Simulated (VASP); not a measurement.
A run of VASP 6.6.1:

INCAR

```
SYSTEM = Tl
PREC = Accurate
ENCUT = 600
EDIFF = 1E-6
ISMEAR = 0
SIGMA = 0.05
LREAL = .FALSE.
LASPH = .TRUE.
NELM = 80
ALGO = Fast
ISIF = 3
LWAVE = .FALSE.
LCHARG = .FALSE.
GGA = PS
IBRION = 2
NSW = 80
EDIFFG = -0.01
```

The input KPOINTS:

```
regular mesh
0
G
  12 12 6
  0 0 0
```

Contents of POSCAR:

```
Tl
1.0
    3.4600000000      0.0000000000      0.0000000000
   -1.7300000000      2.9964478971      0.0000000000
    0.0000000000      0.0000000000      5.5325400000
Tl
2
Direct
    0.3333333333      0.6666666667      0.7500000000
    0.6666666667      0.3333333333      0.2500000000
```

Potentials or basis: VASP PAW PBE potentials, release 64 (Tl_d).

Command:

```sh
$ cat potpaw_PBE.64/Tl_d/POTCAR > POTCAR
$ mpirun -np 1 vasp_std > vasp.out
```

Hardware: 1 thread of Intel Xeon 6975P-C, on a shared host.

**Question.** How long does it take, and how much memory?

**Answer.** Run time: 2.8 min on 1 thread of Intel Xeon 6975P-C, on a shared host, peak memory 0.24 GiB. Counts: scf iterations 35, k points 76, ion steps 5.
